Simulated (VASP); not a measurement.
# NaH (Cmcm) in VASP: a series of runs

Aim: see how the results for NaH move with the level of theory and the settings. Levels: r2SCAN, PBE. Tasks: single point, relaxation of cell and atoms.

All numbers are computed with VASP 6.6.1; they aren't measurements. Logs are shortened: lines on timing, memory, paths and dates and some standing lists are left out, and cuts for length are marked.

## (1) The cell of the first run

It takes space group Cmcm (No. 63, orthorhombic). The conventional cell has a = 3.261 Å, b = 11.593 Å, c = 3.354 Å, α = 90.00°, β = 90.00°, γ = 90.00°. Na (site symmetry m2m) has 5 H at 2.34 to 2.45 Å within 3.1 Å. Within 3.1 Å of H (site symmetry m2m) lie 5 Na at 2.34 to 2.45 Å.

## (2) Single point, r2SCAN

POSCAR reads:

```
NaH
1.0
    1.6306639000     -5.7962887000      0.0000000000
    1.6306639000      5.7962887000      0.0000000000
    0.0000000000      0.0000000000      3.3538828000
Na H
2 2
Direct
    0.8552090000      0.1447910000      0.7500000000
    0.1447910000      0.8552090000      0.2500000000
    0.6438850000      0.3561150000      0.7500000000
    0.3561150000      0.6438850000      0.2500000000
```

INCAR.step1 reads:

```
PREC     = Accurate       # precision mode
ENCUT    = 520            # plane-wave cutoff, eV
ISMEAR   = 0              # smearing method
SIGMA    = 0.02           # smearing width, eV
LREAL    = F              # projectors in reciprocal space
LASPH    = T              # aspherical terms in the spheres
NELM     = 60             # most SCF steps
NBANDS   = 16             # bands
GGA      = PE             # functional
ALGO     = Normal         # electronic algorithm
EDIFF    = 1E-4           # SCF threshold, eV
LWAVE    = T              # write WAVECAR
LCHARG   = F              # write CHGCAR
```

INCAR.step2 reads:

```
PREC     = Accurate       # precision mode
ENCUT    = 520            # plane-wave cutoff, eV
EDIFF    = 1E-7           # SCF threshold, eV
ISMEAR   = 0              # smearing method
SIGMA    = 0.02           # smearing width, eV
LREAL    = F              # projectors in reciprocal space
LASPH    = T              # aspherical terms in the spheres
NELM     = 60             # most SCF steps
ALGO     = Normal         # electronic algorithm
ISIF     = 2              # what is computed and relaxed
LWAVE    = F              # write WAVECAR
LCHARG   = F              # write CHGCAR
METAGGA  = R2SCAN         # meta-GGA
LMIXTAU  = T            
NBANDS   = 16             # bands
ISTART   = 1
```

KPOINTS reads:

```
regular mesh
0
Gamma
  8 8 8
```

Potentials or basis: VASP PAW PBE potentials, release 64 (Na_pv, H).

Command:

```
$ cat potpaw_PBE.64/Na_pv/POTCAR potpaw_PBE.64/H/POTCAR > POTCAR
$ cp INCAR.step1 INCAR
$ mpirun -np 1 vasp_std > vasp.out
$ cp INCAR.step2 INCAR
$ mpirun -np 1 vasp_std > vasp.out
```

OUTCAR:

```text
PREC = Accurate
   ENCUT = 520
   EDIFF = 1E-7
   ISMEAR = 0
   LREAL = F
   LASPH = T
   NELM = 60
   ISIF = 2
   METAGGA = R2SCAN
   ISTART = 1

 ion  position               nearest neighbor table
   1  0.855  0.145  0.750-
   2  0.145  0.855  0.250-
   3  0.644  0.356  0.750-
   4  0.356  0.644  0.250-

  LATTYP: Found a base centered orthorhombic cell.
 ALAT       =     3.2613278000
 B/A-ratio  =     3.5545575639
 C/A-ratio  =     1.0283795453

  Lattice vectors:

 A1 = (   1.6306639000,  -5.7962887000,   0.0000000000)
 A2 = (   1.6306639000,   5.7962887000,   0.0000000000)
 A3 = (   0.0000000000,   0.0000000000,   3.3538828000)

Analysis of symmetry for initial positions (statically):
=====================================================================
 Subroutine PRICEL returns:
 Original cell was already a primitive cell.

 Routine SETGRP: Setting up the symmetry group for a
 base centered orthorhombic supercell.

 Subroutine GETGRP returns: Found  8 space group operations
 (whereof  4 operations were pure point group operations)
 out of a pool of  8 trial point group operations.

The static configuration has the point symmetry C_2h.
 The point group associated with its full space group is D_2h.

Analysis of symmetry for dynamics (positions and initial velocities):
=====================================================================
 Subroutine PRICEL returns:
 Original cell was already a primitive cell.

 Routine SETGRP: Setting up the symmetry group for a
 base centered orthorhombic supercell.

 Subroutine GETGRP returns: Found  8 space group operations
 (whereof  4 operations were pure point group operations)
 out of a pool of  8 trial point group operations.

The dynamic configuration has the point symmetry C_2h.
 The point group associated with its full space group is D_2h.

 Subroutine INISYM returns: Found  8 space group operations
 (whereof  4 operations are pure point group operations),
 and found     1 'primitive' translations

----------------------------------------------------------------------------------------

                                     Primitive cell

[... 91 lines left out ...]
   LASPH  =      T    aspherical Exc in radial PAW
   ENCUT  =  520.0 eV  38.22 Ry    6.18 a.u.  11.20 11.20  6.24*2*pi/ulx,y,z
   NELM   =     60;   NELMIN=  2; NELMDL=  0     # of ELM steps
   EDIFF  = 0.1E-06   stopping-criterion for ELM
   LREAL  =      F    real-space projection
   EDIFFG = 0.1E-05   stopping-criterion for IOM
   NSW    =      0    number of steps for IOM
   IBRION =     -1    ionic relax: 0-MD 1-quasi-New 2-CG
   NFREE  =      0    steps in history (QN), initial steepest desc. (CG)
   ISIF   =      2    stress and relaxation
   ISYM   =      2    0-nonsym 1-usesym 2-fastsym
   POTIM  = 0.5000    time-step for ionic-motion
   TEBEG  =    0.0;   TEEND  =   0.0 temperature during run
   PSTRESS=    0.0 pullay stress
   NELECT =      16.0000    total number of electrons
   NUPDOWN=      -1.0000    fix difference up-down
   EMIN   =  10.00;   EMAX   =-10.00  energy-range for DOS
   EFERMI =   0.00;   METHOD = LEGACY
   ISMEAR =     0;   SIGMA  =   0.02  broadening in eV -4-tet -1-fermi 0-gaus
   EFERMI_NEDOS =   21; number of points for ismear=-14 and -15
   IALGO  =     38    algorithm
   IMIX   =      4    mixing-type and parameters
     AMIX     =   0.40;   BMIX     =  1.00
     AMIX_MAG =   1.60;   BMIX_MAG =  1.00
  volume/ion in A,a.u.               =      15.85       106.96
  Fermi-wavevector in a.u.,A,eV,Ry     =   1.034548  1.955013 14.562178  1.070290
  Thomas-Fermi vector in A             =   2.168849
   LORBIT       =      0    0 simple, 1 ext, 2 COOP (PROOUT), +10 PAW based schemes
   METAGGA = R2SCAN    functional components
   LHFCALC =     F    Hartree Fock is set to
   AEXX    =    0.0000 exact exchange contribution
   IVDW    =     0    specifies the selected vdW correction
   LEPSILON=     F    determine dielectric tensor
   LRPA    =     F    only Hartree local field effects (RPA)
 non-spin polarized calculation
 Gauss-broadening in eV      SIGMA  =   0.02
  energy-cutoff  :      520.00
  volume of cell :       63.40
 maximum number of plane-waves:      1724
 NGX is ok and might be reduce to    48
   NGX = 23   NGY = 23   NGZ = 13

 number of electron      16.0000005 magnetization

 Free energy of the ion-electron system (eV)
  ---------------------------------------------------
  ext. energy  EPLUGINS =         0.00000000
  ---------------------------------------------------
  free energy    TOTEN  =       -14.91043389 eV

  energy without entropy =      -14.91043389  energy(sigma->0) =      -14.91043389

 E-fermi :  -1.3968     XC(G=0):  -7.6075

 val. band max:       -1.6000273634   @ k =   0.2500   0.1250   0.3750
 cond. band min:       1.8756977642   @ k =   0.0000   0.0000   0.0000
 fundamental gap:      3.4757251275
 Fermi energy:        -1.3968209105

 k-point     1 :       0.0000    0.0000    0.0000
  band No.  band energies     occupation
      1     -24.9156      2.00000
      2     -24.8577      2.00000
      3     -24.8001      2.00000
      4     -24.7963      2.00000
      5     -24.7828      2.00000
      6     -24.7821      2.00000
[... 433 lines left out ...]
      3     -24.8251      2.00000
      4     -24.8191      2.00000
      5     -24.8007      2.00000
      6     -24.7889      2.00000
[... 8 lines left out ...]
     15      12.9796      0.00000
     16      13.3227      0.00000

 [... further k-points ...]

------------------------ aborting loop because EDIFF is reached ----------------------------------------

  FORCE on cell =-STRESS in cart. coord.  units (eV):
  Direction    XX          YY          ZZ          XY          YZ          ZX
  --------------------------------------------------------------------------------------
  -------------------------------------------------------------------------------------
  Total       -0.2259009     -0.2242883     -0.1787002      0.0000000      0.0000000      0.0000000
  in kB       -5.7086865     -5.6679346     -4.5158905      0.0000000      0.0000000      0.0000000
  external PRESSURE =      -5.2975039 kB  Pullay stress =       0.0000000 kB

 VOLUME and BASIS-vectors are now :
 -----------------------------------------------------------------------------
  energy-cutoff  :      520.00
  volume of cell :       63.40
      direct lattice vectors                 reciprocal lattice vectors
     1.630663900 -5.796288700  0.000000000     0.306623578 -0.086262094  0.000000000
     1.630663900  5.796288700  0.000000000     0.306623578  0.086262094  0.000000000
     0.000000000  0.000000000  3.353882800     0.000000000  0.000000000  0.298161880

 POSITION                                       TOTAL-FORCE (eV/Angst)
 -----------------------------------------------------------------------------------
      1.63066     -4.11779      2.51541         0.000000      0.006710     -0.000000
      1.63066      4.11779      0.83847         0.000000     -0.006710      0.000000
      1.63066     -1.66800      2.51541         0.000000     -0.009779     -0.000000
      1.63066      1.66800      0.83847         0.000000      0.009779     -0.000000
 -----------------------------------------------------------------------------------
    total drift:                                0.000000     -0.000000      0.000000

  FREE ENERGIE OF THE ION-ELECTRON SYSTEM (eV)
  ---------------------------------------------------
  free  energy   TOTEN  =       -14.9104338926 eV

  energy  without entropy=      -14.9104338926  energy(sigma->0) =      -14.91043389
```

OUTCAR.step1:

```text
PREC = Accurate
   ENCUT = 520
   ISMEAR = 0
   LREAL = F
[... 689 lines left out ...]
      1.63066     -4.11779      2.51541         0.000000      0.006727      0.000000
      1.63066      4.11779      0.83847         0.000000     -0.006727     -0.000000
      1.63066     -1.66800      2.51541         0.000000      0.006673      0.000000
      1.63066      1.66800      0.83847         0.000000     -0.006673     -0.000000
 -----------------------------------------------------------------------------------
    total drift:                                0.000000     -0.000000      0.000000

  FREE ENERGIE OF THE ION-ELECTRON SYSTEM (eV)
  ---------------------------------------------------
  free  energy   TOTEN  =        -9.9236045353 eV

  energy  without entropy=       -9.9236045353  energy(sigma->0) =       -9.92360454
```

Run time: 4.8 min. Hardware: 1 thread of Intel Xeon 6975P-C (Granite Rapids), shared host; peak memory 0.29 GiB.

Results:

- Free energy: -14.9104 eV
- Pressure: -0.5 GPa
- Largest force: 0.010 eV/Å
- Band gap on the k mesh: 3.48 eV (least direct gap 4.45 eV)

Forces on the atoms (eV/Å):
```
Na   0.000  0.007  0.000
Na   0.000 -0.007  0.000
H    0.000 -0.010  0.000
H    0.000  0.010  0.000
```

Levels at points of the mesh, in eV from the valence-band top:
```csv
k point,band 6,band 7,band 8,band 9,band 10,band 11
"(0.00, 0.00, 0.00)",-23.18,-3.44,-0.97,3.48,9.77,11.38
"(0.50, 0.00, 0.00)",-23.18,-1.13,-0.63,4.08,5.36,8.33
"(0.50, 0.50, 0.00)",-23.18,-2.87,-2.07,5.30,7.52,11.81
"(0.00, 0.00, 0.50)",-23.18,-1.11,-1.11,5.57,5.57,6.67
"(0.50, 0.00, 0.50)",-23.23,0.00,0.00,5.97,5.97,7.76
"(0.50, 0.50, 0.50)",-23.18,-1.00,-1.00,4.12,4.12,9.88
```

Caveat: the PAW data sets were made with another functional, which shifts forces and pressure a little. A k mesh can miss the band edges.

## (3) Single point, r2SCAN

POSCAR is that of step 2.

INCAR.step1 reads:

```
SYSTEM = NaH
PREC     = Accurate       ! precision mode
ENCUT    = 520            ! plane-wave cutoff, eV
ISMEAR   = 0              ! smearing method
SIGMA    = 0.02           ! smearing width, eV
LREAL    = .False.        ! projectors in reciprocal space
LASPH    = .True.         ! aspherical terms in the spheres
NELM     = 60             ! most SCF steps
NBANDS   = 16             ! bands
GGA      = PE             ! functional
ALGO     = Normal         ! electronic algorithm
EDIFF    = 1E-4           ! SCF threshold, eV
LWAVE    = .True.         ! write WAVECAR
LCHARG   = .False.        ! write CHGCAR
```

INCAR.step2 reads:

```
SYSTEM = NaH
PREC     = Accurate       ! precision mode
ENCUT    = 520            ! plane-wave cutoff, eV
EDIFF    = 1E-6           ! SCF threshold, eV
ISMEAR   = 0              ! smearing method
SIGMA    = 0.02           ! smearing width, eV
LREAL    = .False.        ! projectors in reciprocal space
LASPH    = .True.         ! aspherical terms in the spheres
NELM     = 60             ! most SCF steps
ALGO     = Normal         ! electronic algorithm
ISIF     = 2              ! what is computed and relaxed
LWAVE    = .False.        ! write WAVECAR
LCHARG   = .False.        ! write CHGCAR
METAGGA  = R2SCAN         ! meta-GGA
LMIXTAU  = .True.       
NBANDS   = 16             ! bands
ISTART   = 1
```

KPOINTS reads:

```
Automatic mesh
0
Gamma
  8 8 8
  0 0 0
```

Potentials or basis: VASP PAW PBE potentials, release 64 (Na_pv, H).

Command:

```
$ cat potpaw_PBE.64/Na_pv/POTCAR potpaw_PBE.64/H/POTCAR > POTCAR
$ cp INCAR.step1 INCAR
$ mpirun -np 1 vasp_std > vasp.out
$ cp INCAR.step2 INCAR
$ mpirun -np 1 vasp_std > vasp.out
```

It took 4.6 min on 1 thread of Intel Xeon 6975P-C (Granite Rapids), shared host; peak memory 0.29 GiB.

It converged, with:

```yaml
Free_energy: -14.9104 eV
Pressure: -0.5 GPa
Largest_force: 0.010 eV/Å
Band_gap_on_the_k_mesh: 3.48 eV (least direct gap 4.45 eV)
```

Forces on the atoms (eV/Å):
```
Na   0.000  0.007  0.000
Na   0.000 -0.007  0.000
H    0.000 -0.010  0.000
H    0.000  0.010  0.000
```

Stress tensor (GPa, compression positive):
```
-0.57  0.00  0.00
 0.00 -0.57  0.00
 0.00  0.00 -0.45
```

Levels at points of the mesh, in eV from the valence-band top:
```tsv
k point	band 4	band 5	band 6	band 7	band 8	band 9	band 10	band 11	band 12	band 13
(0.00, 0.00, 0.00)	-23.20	-23.18	-23.18	-3.44	-0.97	3.48	9.77	11.38	11.97	12.24
(0.50, 0.00, 0.00)	-23.25	-23.18	-23.18	-1.13	-0.63	4.08	5.36	8.33	8.35	12.80
(0.50, 0.50, 0.00)	-23.20	-23.18	-23.18	-2.87	-2.07	5.30	7.52	11.81	12.60	12.69
(0.00, 0.00, 0.50)	-23.24	-23.18	-23.18	-1.11	-1.11	5.57	5.57	6.67	6.67	13.93
(0.50, 0.00, 0.50)	-23.26	-23.23	-23.23	0.00	0.00	5.97	5.97	7.76	7.76	9.34
(0.50, 0.50, 0.50)	-23.24	-23.18	-23.18	-1.00	-1.00	4.12	4.12	9.88	9.88	11.55
```

Caveat: the PAW data sets were made with another functional, which shifts forces and pressure a little. A k mesh can miss the band edges.

(Continued in part 2 of 2.)
